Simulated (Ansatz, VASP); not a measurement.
## Two plane-wave programs on Zr3S2

File INCAR:

```
PREC     = Accurate       # precision mode
ENCUT    = 520            # plane-wave cutoff, eV
EDIFF    = 1E-6           # SCF threshold, eV
ISMEAR   = 0              # smearing method
SIGMA    = 0.15           # smearing width, eV
LREAL    = F              # projectors in reciprocal space
LASPH    = T              # aspherical terms in the spheres
NELM     = 80             # most SCF steps
ALGO     = Normal         # electronic algorithm
ISIF     = 2              # what is computed and relaxed
LWAVE    = F              # write WAVECAR
LCHARG   = F              # write CHGCAR
GGA      = PE             # functional
NBANDS   = 32             # bands
```

Contents of KPOINTS:

```
regular mesh
0
Gamma
  12 12 12
```

The input POSCAR:

```
Zr3S2
1.0
    3.0399724269      1.7551288991      3.6543929211
   -3.0399724269      1.7551288991      3.6543929211
    0.0000000000     -3.5102577980      3.6543929212
Zr S
3 2
Direct
    0.1621066357      0.8378933643      0.5000000000
    0.5000000000      0.1621066357      0.8378933643
    0.8378933643      0.5000000000      0.1621066357
    0.3347765468      0.3347765468      0.3347765468
    0.6652234532      0.6652234532      0.6652234532
```

Input for Ansatz:

```yaml
crystal:
  lattice:
    - [3.0399724269, 1.7551288991, 3.6543929211]
    - [-3.0399724269, 1.7551288991, 3.6543929211]
    - [0.0, -3.510257798, 3.6543929212]
  atoms:
    - { symbol: Zr, position: [0.1621066357, 0.8378933643, 0.5] }
    - { symbol: Zr, position: [0.5, 0.1621066357, 0.8378933643] }
    - { symbol: Zr, position: [0.8378933643, 0.5, 0.1621066357] }
    - { symbol: S, position: [0.3347765468, 0.3347765468, 0.3347765468] }
    - { symbol: S, position: [0.6652234532, 0.6652234532, 0.6652234532] }
basis:
  ecutwfc: 420
kpoints:
  mp_grid: { grid: [12, 12, 12] }
hamiltonian:
  xc: pbe
scf:
  occupations: { method: gaussian, width: 0.15 }
output:
  forces: true
  stress: true
  eigenvalues: true
```

Change from the starting cell: strain +0.050 along x and y, +0.050 along z, atoms carried along.

Alike in both runs: task single point; functional PBE; k mesh 12 × 12 × 12; occupations gaussian, width 0.15 eV; no spin polarisation.

```csv
,VASP,Ansatz
version,VASP 6.6.1,Ansatz 0.2.0
potentials or method,"VASP PAW PBE potentials, release 64 (Zr_sv, S), cutoff 520 eV","scalar-relativistic, plane waves, PAW"
valence electrons in the cell,48,48
```

```tsv
	VASP	Ansatz	Ansatz less VASP
gap on the k mesh at the Fermi level (eV)	none	none	-
pressure (GPa)	-12.8	-12.8	-0.01
traceless stress, the component that is largest in VASP (GPa)	-0.37	-0.40	-0.022
rms of the force components (eV/Å)	0.121	0.121	+0.0007
```

Atom by atom the forces differ by 0.001 eV/Å (rms over components). A gap of «none» marks a metal or a gap that the smearing closes.
